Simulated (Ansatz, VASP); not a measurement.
# Two plane-wave programs on CaSe

Contents of INCAR:

```
SYSTEM = CaSe
ALGO = Normal ; EDIFF = 1E-6
ENCUT = 520 ; GGA = PE
ISIF = 2 ; ISMEAR = -1
LASPH = .True. ; LCHARG = .False.
LREAL = .False. ; LWAVE = .False.
NBANDS = 15 ; NELM = 60
PREC = Accurate ; SIGMA = 0.08
```

KPOINTS

```
k-points
0
Gamma
  12 12 12
  0 0 0
```

The input POSCAR:

```
CaSe
1.0
    0.0000000000      2.2828093150      2.2828093150
    2.2828093150      0.0000000000      2.2828093150
    2.2828093150      2.2828093150      0.0000000000
Ca Se
1 1
Direct
    0.0000000000      0.0000000000      0.0000000000
    0.5000000000      0.5000000000      0.5000000000
```

Input for Ansatz:

```yaml
crystal:
  lattice:
    - [0.0, 2.282809315, 2.282809315]
    - [2.282809315, 0.0, 2.282809315]
    - [2.282809315, 2.282809315, 0.0]
  atoms:
    - { symbol: Ca, position: [0.0, 0.0, 0.0] }
    - { symbol: Se, position: [0.5, 0.5, 0.5] }
kpoints:
  mp_grid: { grid: [12, 12, 12] }
scf:
  occupations: { method: fermi_dirac, width: 0.08 }
hamiltonian:
  xc: pbe
  pseudopotentials: { kind: paw }
output:
  forces: true
  stress: true
  eigenvalues: true
  populations: true
```

Change from the starting cell: volume scaled by 0.45, PAW files.

Alike in both runs: task single point; functional PBE; k mesh 12 × 12 × 12; occupations fermi-dirac, width 0.08 eV; no spin polarisation.

|  | VASP | Ansatz |
| --- | --- | --- |
| version | VASP 6.6.1 | Ansatz 0.2.0 |
| potentials or method | VASP PAW PBE potentials, release 64 (Ca_sv, Se) | PAW with Ansatz's default frozen-core files, scalar-relativistic |
| plane-wave cutoff (eV) | 520 | 420 |
| valence electrons in the cell | 16 | 26 |

Ansatz gave:

* pressure (GPa): 181.6

**Question.** What did VASP give for the same quantities?

**Answer.** Pressure (GPa): 184.0.

Both programs put the cell under a high pressure, so it lies far from rest at this level. VASP's potentials hold 16 valence electrons a cell and Ansatz's 26, so a difference there can come from the potentials and not from the codes.

Noted on VASP's run: the cell as given lies far from equilibrium.
